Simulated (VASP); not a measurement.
**Cu5SnO2: single point with PBE**

Crystal: Cu5SnO2.

```
CELL_PARAMETERS angstrom
4.31489 0.00000 0.00000
0.00000 4.31489 0.00000
0.00000 0.00000 6.36305
ATOMIC_POSITIONS crystal
Cu 0.50000 0.00000 0.31419
Cu 0.50000 0.00000 0.68581
Cu 0.00000 0.50000 0.31419
Cu 0.00000 0.50000 0.68581
Cu 0.50000 0.50000 0.50000
Sn 0.00000 0.00000 0.00000
O 0.50000 0.00000 0.00000
O 0.00000 0.50000 0.00000
```

- Program: VASP 6.6.1
- Task: single point
- Functional: PBE
- Potentials or basis: VASP PAW PBE potentials, release 64 (Cu, Sn_d, O)
- Cutoff: 520 eV
- k mesh: 4 × 4 × 3
- Occupations: gaussian, width 0.2 eV
- Spin: collinear spin
- Starting moments: [1.0, 1.0, 1.0, 1.0, 1.0, 0.0, 0.0, 0.0] μB
- Dipole correction: no
- Further INCAR settings: ALGO = Normal; EDIFF = 1e-06; NBANDS = 54

- Pressure: 0.8 GPa
- Largest force: 0.011 eV/Å
- Net moment: 0.00 μB per cell
- Valence electrons inside the program's atomic spheres: Cu 9.90, 10.02 (each value once); Sn 12.19; O 4.97

Forces on the atoms (eV/Å):
```
Cu   0.000  0.000  0.011
Cu   0.000  0.000 -0.011
Cu   0.000  0.000  0.011
Cu   0.000  0.000 -0.011
Cu   0.000  0.000  0.000
Sn   0.000  0.000  0.000
O    0.000  0.000  0.000
O    0.000  0.000  0.000
```

Stress tensor (GPa, compression positive):
```
0.88 0.00 0.00
0.00 0.88 0.00
0.00 0.00 0.66
```

Levels at points of the mesh, in eV from the Fermi level:
Spin up:
```tsv
k point	band 37	band 38	band 39	band 40	band 41	band 42	band 43	band 44
(0.00, 0.00, 0.00)	-1.77	-1.74	-1.70	-0.81	2.01	2.17	2.17	3.50
(0.50, 0.00, 0.00)	-1.70	-1.63	-1.02	-1.00	0.79	1.39	2.32	4.07
(0.50, 0.50, 0.00)	-0.94	-0.94	-0.89	-0.89	-0.36	-0.27	0.27	1.23
```
Spin down:
```csv
k point,band 36,band 37,band 38,band 39,band 40,band 41,band 42,band 43,band 44,band 45
"(0.00, 0.00, 0.00)",-1.77,-1.77,-1.74,-1.70,-0.81,2.01,2.17,2.17,3.50,4.65
"(0.50, 0.00, 0.00)",-1.92,-1.70,-1.63,-1.02,-1.00,0.79,1.39,2.32,4.07,4.42
"(0.50, 0.50, 0.00)",-0.98,-0.94,-0.94,-0.89,-0.89,-0.36,-0.27,0.27,1.23,3.87
```

Wall time 2 min on 1 thread of Intel(R) Xeon(R) Platinum 8488C (Sapphire Rapids), on a shared host, peak memory 0.31 GiB.

Caveat: the k points lie up to 0.36 Å⁻¹ apart; spin-orbit coupling is left out, which moves the levels of the heavy elements. With open d or f shells a metallic result of PBE can be an artefact of self-interaction; +U or a hybrid may open a gap.
